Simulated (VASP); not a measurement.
Input of a VASP 6.6.1 run:

Contents of INCAR:

```
  PREC = Accurate
  ENCUT = 520
  EDIFF = 1E-6
  ISMEAR = -1
  SIGMA = 0.2
  LREAL = F
  LASPH = T
  NELM = 80
  ALGO = Normal
  ISIF = 2
  LWAVE = F
  LCHARG = F
  GGA = PS
  NBANDS = 36
```

Contents of KPOINTS:

```
regular mesh
0
Gamma
  12 12 12
```

POSCAR

```
TiO
1.0
    4.9890877720      0.0000000000      0.0000000000
   -2.4945438860      4.3206767523      0.0000000000
    0.0000000000      0.0000000000      2.8733134400
Ti O
3 3
Direct
    0.6666666667      0.3333333333      0.5000000000
    0.3333333333      0.6666666667      0.5000000000
    0.0000000000      0.0000000000      0.0000000000
    0.6055592400      0.6055592400      0.0000000000
    0.3944407600      0.0000000000      0.0000000000
    0.0000000000      0.3944407600      0.0000000000
```

Potentials or basis: VASP PAW PBE potentials, release 64 (Ti_sv, O).

Launch:

```bash
$ cat potpaw_PBE.64/Ti_sv/POTCAR potpaw_PBE.64/O/POTCAR > POTCAR
$ mpirun -np 1 vasp_std > vasp.out
```

Q: Predict the pressure.

A: -4.5 GPa.

Q: Predict the band gap on the k mesh.

A: Zero (band 27 reaches 11.16 eV, above the bottom of band 28 at 9.74 eV).

Q: Estimate the largest force.

A: 0.043 eV/Å.

Stress tensor (GPa, compression positive):
```
-4.07  0.00  0.00
 0.00 -4.07  0.00
 0.00  0.00 -5.49
```

Caveat: the PAW data sets were made with another functional, which shifts forces and pressure a little; semilocal functionals often make such compounds metallic where correlation or magnetic order opens a gap, which also shifts bond lengths.
